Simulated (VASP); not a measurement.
# CaO (I4/mmm) in VASP: single point with PBE

Aim: the single point of CaO with PBE.

Program: VASP 6.6.1. These are calculated values, not measurements. Logs are shortened: lines on timing, memory, paths and dates and some standing lists are left out, and cuts for length are marked.

### Step 1. The cell of the first run

Symmetry: I4/mmm, No. 139, tetragonal system. Conventional cell: a = 3.469 Å, b = 3.469 Å, c = 4.789 Å, α = 90.00°, β = 90.00°, γ = 90.00°. Within 3.2 Å of Ca (site symmetry 4/mmm) lie 6 O at 2.39 to 2.45 Å. Within 3.2 Å of O (site symmetry 4/mmm) lie 6 Ca at 2.39 to 2.45 Å.

### Step 2. Single point, PBE, non-collinear spin, zero start, spin-orbit coupling

The input, INCAR:

```
SYSTEM = CaO
PREC     = Accurate       ! precision mode
ENCUT    = 600            ! plane-wave cutoff, eV
EDIFF    = 1E-6           ! SCF threshold, eV
ISMEAR   = 0              ! smearing method
SIGMA    = 0.02           ! smearing width, eV
LREAL    = .FALSE.        ! projectors in reciprocal space
LASPH    = .TRUE.         ! aspherical terms in the spheres
NELM     = 200            ! most SCF steps
ALGO     = Normal         ! electronic algorithm
ISIF     = 2              ! what is computed and relaxed
LWAVE    = .FALSE.        ! write WAVECAR
LCHARG   = .TRUE.         ! write CHGCAR
MAGMOM   = 0 0 0 0 0 0 0 0 0 0 0 0 ! initial moments
LORBIT   = 11             ! projections on sites
LSORBIT  = .TRUE.         ! spin-orbit coupling
GGA_COMPAT= .FALSE.      
LORBMOM  = .TRUE.       
GGA      = PE             ! functional
LVHAR    = .TRUE.       
NBANDS   = 46             ! bands
```

The input, KPOINTS:

```
Automatic mesh
0
G
  6 6 4
  0 0 0
```

The input, POSCAR:

```
CaO
1.0
    3.4691241113      0.0000000000      0.0000000000
    0.0000000000      3.4691241113      0.0000000000
    0.0000000000      0.0000000000      4.7887904242
Ca O
2 2
Direct
    0.0000000000      0.0000000000      0.0000000000
    0.5000000000      0.5000000000      0.5000000000
    0.5000000000      0.5000000000      0.0000000000
    0.0000000000      0.0000000000      0.5000000000
```

Potentials or basis: VASP PAW PBE potentials, release 64 (Ca_sv, O).

Launch:

```console
> cat potpaw_PBE.64/Ca_sv/POTCAR potpaw_PBE.64/O/POTCAR > POTCAR
> mpirun -np 1 vasp_ncl > vasp.out
```

OUTCAR:

```text
SYSTEM = CaO
   PREC = Accurate
   ENCUT = 600
   EDIFF = 1E-6
   ISMEAR = 0
   LREAL = .FALSE.
   LASPH = .TRUE.
   NELM = 200
   ISIF = 2
   LORBIT = 11
   LSORBIT = .TRUE.
   GGA = PE

 ion  position               nearest neighbor table
   1  0.000  0.000  0.000-   4 2.39   4 2.39   3 2.45   3 2.45   3 2.45   3 2.45
   2  0.500  0.500  0.500-   3 2.39   3 2.39   4 2.45   4 2.45   4 2.45   4 2.45
   3  0.500  0.500  0.000-   2 2.39   2 2.39   1 2.45   1 2.45   1 2.45   1 2.45
   4  0.000  0.000  0.500-   1 2.39   1 2.39   2 2.45   2 2.45   2 2.45   2 2.45

  LATTYP: Found a simple tetragonal cell.
 ALAT       =     3.4691241113
 C/A-ratio  =     1.3804033152

  Lattice vectors:

 A1 = (   3.4691241113,   0.0000000000,   0.0000000000)
 A2 = (   0.0000000000,   3.4691241113,   0.0000000000)
 A3 = (   0.0000000000,   0.0000000000,   4.7887904242)

Analysis of symmetry for initial positions (statically):
=====================================================================
 Subroutine PRICEL returns following result:

  LATTYP: Found a body centered tetragonal cell.
 ALAT       =     3.4691241113
 C/A-ratio  =     1.3804033152
[... 12 lines left out ...]
 Subroutine GETGRP returns: Found 16 space group operations
 (whereof 16 operations were pure point group operations)
 out of a pool of 16 trial point group operations.

The static configuration has the point symmetry D_4h.

Analysis of symmetry for dynamics (positions and initial velocities):
=====================================================================
 Subroutine PRICEL returns following result:

  LATTYP: Found a body centered tetragonal cell.
 ALAT       =     3.4691241113
 C/A-ratio  =     1.3804033152
[... 12 lines left out ...]
 Subroutine GETGRP returns: Found 16 space group operations
 (whereof 16 operations were pure point group operations)
 out of a pool of 16 trial point group operations.

The dynamic configuration has the point symmetry D_4h.

Analysis of structural, dynamic, and magnetic symmetry:
=====================================================================
 Subroutine PRICEL returns following result:

  LATTYP: Found a body centered tetragonal cell.
 ALAT       =     3.4691241113
 C/A-ratio  =     1.3804033152
[... 12 lines left out ...]
 Subroutine GETGRP returns: Found 16 space group operations
 (whereof 16 operations were pure point group operations)
 out of a pool of 16 trial point group operations.

The overall configuration has the point symmetry D_4h.

 Subroutine INISYM returns: Found 16 space group operations
 (whereof 16 operations are pure point group operations),
 and found     2 'primitive' translations

----------------------------------------------------------------------------------------

                                     Primitive cell

  volume of cell :      28.8161

  direct lattice vectors                    reciprocal lattice vectors
    -1.734562056 -1.734562056 -2.394395212     0.000000000 -0.288257199 -0.208820999
     1.734562056  1.734562056 -2.394395212     0.288257199 -0.000000000 -0.208820999
     1.734562056 -1.734562056  2.394395212     0.288257199 -0.288257199  0.000000000

  length of vectors
     3.427905991  3.427905991  3.427905991     0.355947219  0.355947219  0.407657241

  position of ions in fractional coordinates (direct lattice)
     0.000000000  0.000000000  0.000000000
     0.500000000  0.500000000  0.000000000

  ion indices of the primitive-cell ions
   primitive index   ion index
                 1           1
                 2           4

----------------------------------------------------------------------------------------

 KPOINTS: Automatic mesh

Automatic generation of k-mesh.
 Grid dimensions read from file:
 generate k-points for:    6    6    4

 Generating k-lattice:

  Cartesian coordinates                     Fractional coordinates (reciprocal lattice)
     0.048042867  0.000000000  0.000000000     0.166666667  0.000000000  0.000000000
[... 109 lines left out ...]
  free energy    TOTEN  =       -25.60762442 eV

  energy without entropy =      -25.60762442  energy(sigma->0) =      -25.60762442

 E-fermi :   2.3830     XC(G=0): -10.2937

 val. band max:        2.1810797531   @ k =   0.0000   0.0000   0.0000
 cond. band min:       5.7350752405   @ k =   0.0000   0.0000   0.0000
 fundamental gap:      3.5539954873
 Fermi energy:         2.3830108545

 k-point     1 :       0.0000    0.0000    0.0000
  band No.  band energies     occupation
      1     -35.6476      1.00000
      2     -35.6476      1.00000
      3     -35.5293      1.00000
      4     -35.5293      1.00000
      5     -17.0618      1.00000
      6     -17.0618      1.00000
[... 1117 lines left out ...]
     43      10.3368      0.00000
     44      10.3562      0.00000

 [... further k-points ...]

 [bands above 44 left out]

------------------------ aborting loop because EDIFF is reached ----------------------------------------

  FORCE on cell =-STRESS in cart. coord.  units (eV):
  Direction    XX          YY          ZZ          XY          YZ          ZX
  --------------------------------------------------------------------------------------
  -------------------------------------------------------------------------------------
  Total       -1.0062547     -1.0062547      0.1941488      0.0000000      0.0000000     -0.0000000
  in kB      -27.9738980    -27.9738980      5.3973389      0.0000000      0.0000000     -0.0000000
  external PRESSURE =     -16.8501524 kB  Pullay stress =       0.0000000 kB

 VOLUME and BASIS-vectors are now :
 -----------------------------------------------------------------------------
  energy-cutoff  :      600.00
  volume of cell :       57.63
      direct lattice vectors                 reciprocal lattice vectors
     3.469124111  0.000000000  0.000000000     0.288257199  0.000000000  0.000000000
     0.000000000  3.469124111  0.000000000     0.000000000  0.288257199  0.000000000
     0.000000000  0.000000000  4.788790424     0.000000000  0.000000000  0.208820999

 POSITION                                       TOTAL-FORCE (eV/Angst)
 -----------------------------------------------------------------------------------
      0.00000      0.00000      0.00000         0.000000      0.000000     -0.000000
      1.73456      1.73456      2.39440        -0.000000     -0.000000      0.000000
      1.73456      1.73456      0.00000        -0.000000     -0.000000      0.000000
      0.00000      0.00000      2.39440         0.000000      0.000000     -0.000000
 -----------------------------------------------------------------------------------
    total drift:                                0.000000      0.000000      0.000000

  FREE ENERGIE OF THE ION-ELECTRON SYSTEM (eV)
  ---------------------------------------------------
  free  energy   TOTEN  =       -25.6076244194 eV

  energy  without entropy=      -25.6076244194  energy(sigma->0) =      -25.60762442

 orbital moment (x)

 # of ion     p       d       tot
 ----------------------------------------
  1         0.000   0.000   0.000
  2         0.000  -0.000  -0.000
  3         0.000   0.000   0.000
  4         0.000   0.000   0.000
 ----------------------------------------
            0.000  -0.000  -0.000

 orbital moment (y)

 # of ion     p       d       tot
 ----------------------------------------
  1         0.000  -0.000  -0.000
  2         0.000   0.000   0.000
  3        -0.000   0.000  -0.000
  4        -0.000   0.000  -0.000
 ----------------------------------------
            0.000   0.000   0.000

 orbital moment (z)

 # of ion     p       d       tot
 ----------------------------------------
  1         0.000  -0.000   0.000
  2         0.000   0.000   0.000
  3         0.000   0.000   0.000
  4         0.000   0.000   0.000
 ----------------------------------------
            0.000  -0.000   0.000

 Spin-Orbit-Coupling matrix elements

 Ion:    1  E_soc:     -0.0057514
 l=   1
     0.0000000    -0.0009562    -0.0009580
    -0.0009562     0.0000000    -0.0009562
    -0.0009580    -0.0009562     0.0000000
 l=   2
     0.0000000    -0.0000004     0.0000000    -0.0000004    -0.0000017
    -0.0000004     0.0000000    -0.0000014     0.0000001     0.0000000
     0.0000000    -0.0000014     0.0000000    -0.0000014     0.0000000
    -0.0000004     0.0000001    -0.0000014     0.0000000     0.0000000
    -0.0000017     0.0000000     0.0000000     0.0000000     0.0000000
 l=   3
     0.0000000     0.0000000     0.0000000     0.0000000     0.0000000     0.0000000     0.0000000
     0.0000000     0.0000000     0.0000000     0.0000000     0.0000000     0.0000000     0.0000000
     0.0000000     0.0000000     0.0000000     0.0000000     0.0000000     0.0000000     0.0000000
     0.0000000     0.0000000     0.0000000     0.0000000     0.0000000     0.0000000     0.0000000
[... 49 lines left out ...]
 l=   2
     0.0000000     0.0000000     0.0000000     0.0000000     0.0000000
     0.0000000     0.0000000     0.0000000     0.0000000     0.0000000
     0.0000000     0.0000000     0.0000000     0.0000000     0.0000000
     0.0000000     0.0000000     0.0000000     0.0000000     0.0000000
     0.0000000     0.0000000     0.0000000     0.0000000     0.0000000
 l=   3
     0.0000000     0.0000000     0.0000000     0.0000000     0.0000000     0.0000000     0.0000000
     0.0000000     0.0000000     0.0000000     0.0000000     0.0000000     0.0000000     0.0000000
     0.0000000     0.0000000     0.0000000     0.0000000     0.0000000     0.0000000     0.0000000
     0.0000000     0.0000000     0.0000000     0.0000000     0.0000000     0.0000000     0.0000000
     0.0000000     0.0000000     0.0000000     0.0000000     0.0000000     0.0000000     0.0000000
     0.0000000     0.0000000     0.0000000     0.0000000     0.0000000     0.0000000     0.0000000
     0.0000000     0.0000000     0.0000000     0.0000000     0.0000000     0.0000000     0.0000000

 total charge

# of ion       s       p       d       tot
------------------------------------------
    1        2.038   5.875   0.284   8.197
    2        2.038   5.875   0.284   8.197
    3        1.545   3.439   0.000   4.985
    4        1.545   3.439   0.000   4.985
--------------------------------------------------
tot          7.167  18.630   0.567  26.364

 magnetization (x)

# of ion       s       p       d       tot
------------------------------------------
    1        0.000   0.000   0.000   0.000
    2        0.000   0.000  -0.000  -0.000
    3       -0.000   0.000   0.000  -0.000
    4        0.000   0.000   0.000   0.000
--------------------------------------------------
tot          0.000   0.000   0.000   0.000

 magnetization (y)

# of ion       s       p       d       tot
------------------------------------------
    1        0.000   0.000  -0.000   0.000
    2        0.000   0.000  -0.000  -0.000
    3       -0.000   0.000   0.000  -0.000
    4       -0.000   0.000   0.000  -0.000
--------------------------------------------------
tot          0.000   0.000  -0.000  -0.000

 magnetization (z)

# of ion       s       p       d       tot
------------------------------------------
    1        0.000   0.000   0.000   0.000
    2        0.000   0.000  -0.000   0.000
    3        0.000   0.000   0.000   0.000
    4       -0.000   0.000   0.000  -0.000
--------------------------------------------------
tot          0.000   0.000   0.000   0.000
```

Run time: 5.9 min. Hardware: 1 thread of Intel Xeon 8259CL, shared host; peak memory 0.38 GiB.

Results:

| Item | Value |
| --- | --- |
| Free energy | -25.6076 eV |
| Pressure | -1.7 GPa |
| Net moment | 0.00 μB per cell |
| Valence electrons inside the program's atomic spheres | Ca 8.20; O 4.99 |

Moments on the atoms (μB; x, y, z):
```
Ca  0.00 0.00 0.00
Ca  0.00 0.00 0.00
O   0.00 0.00 0.00
O   0.00 0.00 0.00
```
